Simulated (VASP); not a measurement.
## PtS2: single point with PBEsol

Crystal: PtS2.

```
Pt S
1.0
     3.54320    0.00000    0.00000
    -1.77160    3.06850    0.00000
     0.00000    0.00000    5.03880
Pt S
1 2
Direct
  0.00000 0.00000 0.00000
  0.33333 0.66667 0.25000
  0.66667 0.33333 0.75000
```

```
Program                : VASP 6.6.1
Task                   : single point
Functional             : PBEsol
Potentials or basis    : VASP PAW PBE potentials, release 64 (Pt, S)
Cutoff                 : 520 eV
k mesh                 : 12 × 12 × 8
Occupations            : gaussian, width 0.05 eV
Spin                   : no spin polarisation
Dipole correction      : no
Further INCAR settings : ALGO = Normal; EDIFF = 1e-06; NBANDS = 18
```

* Pressure: -3.1 GPa
* Largest force: 0.592 eV/Å
* Band gap on the k mesh: 0.49 eV, indirect (least direct gap 0.73 eV)

Forces on the atoms (eV/Å):
```
Pt   0.000  0.000  0.000
S    0.000  0.000 -0.592
S    0.000  0.000  0.592
```

Stress tensor (GPa, compression positive):
```
-2.32  0.00  0.00
 0.00 -2.32  0.00
 0.00  0.00 -4.59
```

Levels at points of the mesh, in eV from the valence-band top:
```tsv
k point	band 9	band 10	band 11	band 12	band 13	band 14
(0.00, 0.00, 0.00)	-1.13	-1.13	0.00	1.74	1.74	4.34
(0.50, 0.00, 0.00)	-3.10	-3.04	-2.57	1.21	2.39	5.30
(0.00, 0.00, 0.50)	-1.46	-1.46	-1.30	2.42	2.42	5.37
(0.50, 0.00, 0.50)	-2.77	-2.71	-1.52	1.34	2.03	4.83
```

It took 2.2 min on 1 thread of AMD EPYC 7R13 Processor (Zen 3), on a shared host, peak memory 0.24 GiB.

Caveat: the PAW data sets were made with another functional, which shifts forces and pressure a little; spin-orbit coupling is left out, which moves the levels of the heavy elements. A k mesh can miss the band edges.
